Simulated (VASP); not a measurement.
Input of a VASP 6.6.1 run:

File INCAR:

```
SYSTEM = Al
ALGO = Normal ; EDIFF = 1E-6
ENCUT = 520 ; GGA = PE
ISIF = 2 ; ISMEAR = 0
IVDW = 12 ; LASPH = .True.
LCHARG = .False. ; LREAL = .False.
LWAVE = .False. ; NBANDS = 8
NELM = 80 ; PREC = Accurate
SIGMA = 0.1
```

File KPOINTS:

```
k-points
0
Gamma
  18 18 18
  0 0 0
```

POSCAR

```
Al
1.0
    0.0000000000      2.0304226693      2.0304226693
    2.0304226693      0.0000000000      2.0304226693
    2.0304226693      2.0304226693      0.0000000000
Al
1
Direct
    0.0000000000      0.0000000000      0.0000000000
```

Potentials or basis: VASP PAW PBE potentials, release 64 (Al).

Run with:

```sh
$ cat potpaw_PBE.64/Al/POTCAR > POTCAR
$ mpirun -np 1 vasp_std > vasp.out
```

(1) Estimate the dispersion energy per atom.

(2) Predict the pressure.

Results:

(1) -0.331 eV.

(2) -4.4 GPa.

Caveat: pairwise dispersion overbinds metals, which lowers pressure and volume.
